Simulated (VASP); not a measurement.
HfN:

```xyz
2
Lattice="0.0000 2.2560 2.2560 2.2560 0.0000 2.2560 2.2560 2.2560 0.0000" Properties=species:S:1:pos:R:3 pbc="T T T"
Hf    0.0000    0.0000    0.0000
N     2.2560    2.2560    2.2560
```

```yaml
Program: VASP 6.6.1
Task: relaxation of cell and atoms
Functional: PBEsol
Potentials_or_basis: VASP PAW PBE potentials, release 64 (Hf_pv, N)
Cutoff: 600 eV
k_mesh: 13 × 13 × 13
Occupations: methfessel-paxton, width 0.1 eV
Spin: no spin polarisation
```

At the start: pressure -4.2 GPa; volume 11.48 Å³/atom.

How do energy, volume and symmetry change on relaxing?

Over 3 steps the energy falls by 2.3 meV/atom and the volume is 11.31 Å³/atom (-1.5 %); space group Fm-3m (No. 225, to 0.05 Å).

The path:
```csv
step,energy change (eV),largest force (eV/Å),pressure (GPa),volume (Å³)
1,0.0000,0.0000,-4.24,22.96
2,0.0135,0.0000,9.14,21.97
3,-0.0046,0.0000,-0.03,22.63
```

Final structure:
```cif
data_structure
_symmetry_space_group_name_H-M 'P 1'
_symmetry_Int_Tables_number 1
_cell_length_a 3.1747
_cell_length_b 3.1747
_cell_length_c 3.1747
_cell_angle_alpha 60.000
_cell_angle_beta 60.000
_cell_angle_gamma 60.000
_cell_volume 22.63
loop_
_atom_site_label
_atom_site_type_symbol
_atom_site_fract_x
_atom_site_fract_y
_atom_site_fract_z
_atom_site_occupancy
Hf1 Hf 0.00000 0.00000 0.00000 1
N1 N 0.50000 0.50000 0.50000 1
```

Caveat: the PAW data sets were made with another functional, which shifts forces and pressure a little.
